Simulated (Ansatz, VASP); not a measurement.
## Two plane-wave programs on NaLi2

Contents of INCAR:

```
  PREC = Accurate
  ENCUT = 600
  EDIFF = 1E-7
  ISMEAR = 0
  SIGMA = 0.1
  LREAL = False
  LASPH = True
  NELM = 100
  ALGO = Normal
  ISIF = 3
  LWAVE = False
  LCHARG = False
  GGA = PE
  IBRION = 2
  NSW = 100
  EDIFFG = -0.01
```

File KPOINTS:

```
Automatic mesh
0
Gamma
  8 8 8
```

The input POSCAR:

```
NaLi2
1.0
    0.0000000000      4.2480999988      4.2480999988
    4.2480999988      0.0000000000      4.2480999988
    4.2480999988      4.2480999988      0.0000000000
Na Li
2 4
Direct
    0.5000000000      0.5000000000      0.5000000000
    0.7500000000      0.7500000000      0.7500000000
    0.1250000000      0.1250000000      0.1250000000
    0.6250000000      0.1250000000      0.1250000000
    0.1250000000      0.1250000000      0.6250000000
    0.1250000000      0.6250000000      0.1250000000
```

Input for Ansatz:

```yaml
crystal:
  lattice:
    - [0.0, 4.2480999988, 4.2480999988]
    - [4.2480999988, 0.0, 4.2480999988]
    - [4.2480999988, 4.2480999988, 0.0]
  atoms:
    - { symbol: Na, position: [0.5, 0.5, 0.5] }
    - { symbol: Na, position: [0.75, 0.75, 0.75] }
    - { symbol: Li, position: [0.125, 0.125, 0.125] }
    - { symbol: Li, position: [0.625, 0.125, 0.125] }
    - { symbol: Li, position: [0.125, 0.125, 0.625] }
    - { symbol: Li, position: [0.125, 0.625, 0.125] }
basis:
  ecutwfc: 420
kpoints:
  mp_grid: { grid: [8, 8, 8] }
hamiltonian:
  xc: pbe
scf:
  occupations: { method: gaussian, width: 0.1 }
output:
  forces: true
  stress: true
  eigenvalues: true
relax:
  adjacent_minimum: "off"
  f_tol: 0.01
  max_steps: 80
  cell: { stress_tol: 0.05 }
```

Alike in both runs: task relaxation of cell and atoms; functional PBE; k mesh 8 × 8 × 8; occupations gaussian, width 0.1 eV; no spin polarisation.

|  | VASP | Ansatz |
| --- | --- | --- |
| version | VASP 6.6.1 | Ansatz 0.2.0 |
| potentials or method | VASP PAW PBE potentials, release 64 (Na_pv, Li_sv), cutoff 600 eV | scalar-relativistic, plane waves, PAW |
| valence electrons in the cell | 26 | 30 |

VASP gave:

| Item | Value |
| --- | --- |
| gap on the k mesh at the Fermi level, each at its own relaxed structure (eV) | none |
| relaxed volume (Å³/atom) | 26.12 |
| relaxed length of the cell vector where the two differ most in proportion (Å) | 6.052 |

**Question.** Estimate Ansatz's values.

**Answer.** gap on the k mesh at the Fermi level, each at its own relaxed structure (eV): none; relaxed volume (Å³/atom): 26.32; relaxed length of the cell vector where the two differ most in proportion (Å): 6.067.

A gap of «none» marks a metal or a gap that the smearing closes. VASP's potentials hold 26 valence electrons a cell and Ansatz's 30, so a difference there can come from the potentials and not from the codes.

Noted on VASP's run: the cutoff is under 1.25 times that of the potentials, so the pressure is a little rough.
